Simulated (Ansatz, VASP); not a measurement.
## CaB6 in VASP and in Ansatz

```
Ca B
1.0
     4.38802    0.00440    0.06356
     0.85276    4.27704   -0.18448
     0.46769    0.78141    4.74461
Ca B
1 6
Direct
  0.00000 0.00000 0.50000
  0.61145 0.60993 0.72532
  0.61484 0.61623 0.39050
  0.38855 0.39007 0.27468
  0.61617 0.61595 0.05737
  0.38383 0.38405 0.94263
  0.38516 0.38377 0.60950
```

Alike in both runs: functional PBE; k mesh 10 × 8 × 8; occupations gaussian, width 0.1 eV; no spin polarisation.

Ansatz relaxed the structure, and its values are those at the end. VASP's run is a single point on that final structure, the one shown.

|  | VASP | Ansatz |
| --- | --- | --- |
| version | VASP 6.6.1 | Ansatz 0.2.0 |
| potentials or method | VASP PAW PBE potentials, release 64 (Ca_sv, B), cutoff 520 eV | scalar-relativistic, plane waves, PAW |
| valence electrons in the cell | 28 | 28 |

```csv
,VASP,Ansatz,Ansatz less VASP
gap on the k mesh at the Fermi level (eV),none,none,-
pressure (GPa),0.1,0.0,-0.08
rms of the force components (eV/Å),0.007,0.003,-0.0046
```

A gap of «none» marks a metal or a gap that the smearing closes.
